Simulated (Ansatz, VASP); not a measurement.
## Two plane-wave programs on I

```xyz
2
Lattice="0.0000 4.6301 5.4595 2.1700 0.0000 5.4595 2.1700 4.6301 0.0000" Properties=species:S:1:pos:R:3 pbc="T T T"
I     2.1700    4.6301    1.4100
I     2.1700    4.6301    9.5091
```

Alike in both runs: functional PBE; k mesh 10 × 10 × 10; occupations gaussian, width 0.01 eV; no spin polarisation.

Ansatz relaxed the structure, and its values are those at the end. VASP's run is a single point on that final structure, the one shown.

```csv
,VASP,Ansatz
version,VASP 6.6.1,Ansatz 0.2.0
potentials or method,"VASP PAW PBE potentials, release 64 (I), cutoff 520 eV","scalar-relativistic, plane waves, PAW"
valence electrons in the cell,14,34
```

|  | VASP | Ansatz | Ansatz less VASP |
| --- | --- | --- | --- |
| gap on the k mesh at the Fermi level (eV) | 0.20 | 0.21 | +0.004 |
| least direct gap on the mesh (eV) | 0.20 | 0.21 | +0.007 |
| pressure (GPa) | 0.0 | 0.0 | +0.03 |
| rms of the force components (eV/Å) | 0.011 | 0.002 | -0.0095 |

The functional is the same, so the differences come from potentials, cutoffs and numerics. VASP's potentials hold 14 valence electrons a cell and Ansatz's 34, so a difference there can come from the potentials and not from the codes.

Neither program's run includes spin-orbit coupling.
